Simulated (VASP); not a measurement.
Runs of VASP 6.6.1 on SBr3. The structure is that of space group I4/mmm (No. 139), or close to it. The cells are those of the table. 

```csv
level,cell,cutoff (eV),smearing,gap on the mesh (eV),pressure (GPa)
PBEsol,"a = 8.572 Å, angles 153.8, 153.8, 37.4°, 4 atoms",500,methfessel-paxton 0.1 eV,none,-1.9
r2SCAN,"a = 7.309 Å, angles 149.6, 149.6, 43.5°, 4 atoms",520,fermi-dirac 0.05 eV,none,(a)
revPBE,"a = 9.234 Å, angles 153.8, 153.8, 37.4°, 4 atoms",500,fermi-dirac 0.05 eV,none,-3.3
r2SCAN,"a = 7.822 Å, angles 151.4, 151.4, 40.9°, 4 atoms",520,fermi-dirac 0.05 eV,none,-0.1
```

Alike in all rows: task single point; potentials or basis VASP PAW PBE potentials, release 64 (Br, S); no spin polarisation; k mesh 10 × 10 × 10.

Q: Estimate the missing entries.

A: (a) 1.9.

Caveats: the PAW data sets were made with another functional, which shifts forces and pressure a little; an odd number of electrons without spin polarisation forces a metal; a magnetic or distorted state may lie lower; the stress differs along the axes, from -5 to 1 GPa (at least some runs).

A k mesh can miss the band edges, and the runs leave out spin-orbit coupling on Br.

A gap of «none» marks levels without a gap at the run's occupations.
